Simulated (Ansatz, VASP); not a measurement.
**Two plane-wave programs on Rb**

```xyz
1
Lattice="-2.8761 2.8761 2.9463 2.8761 -2.8761 2.9463 2.8761 2.8761 -2.9463" Properties=species:S:1:pos:R:3 pbc="T T T"
Rb    0.0000    0.0000    0.0000
```

Change from the starting cell: strain +0.025 along x and y, +0.050 along z, atoms carried along.

Alike in both runs: task single point; functional PBEsol; k mesh 12 × 12 × 12; occupations gaussian, width 0.15 eV; no spin polarisation.

```csv
,VASP,Ansatz
version,VASP 6.6.1,Ansatz 0.2.0
potentials or method,"VASP PAW PBE potentials, release 64 (Rb_sv), cutoff 520 eV","scalar-relativistic, plane waves, PAW"
valence electrons in the cell,9,9
```

|  | VASP | Ansatz | Ansatz less VASP |
| --- | --- | --- | --- |
| gap on the k mesh at the Fermi level (eV) | none | none | - |
| pressure (GPa) | -0.3 | -0.3 | 0.00 |

VASP's potentials were made for PBE, not for PBEsol. A gap of «none» marks a metal or a gap that the smearing closes. With one functional, cell and mesh, what is left measures potentials, basis and numerics.
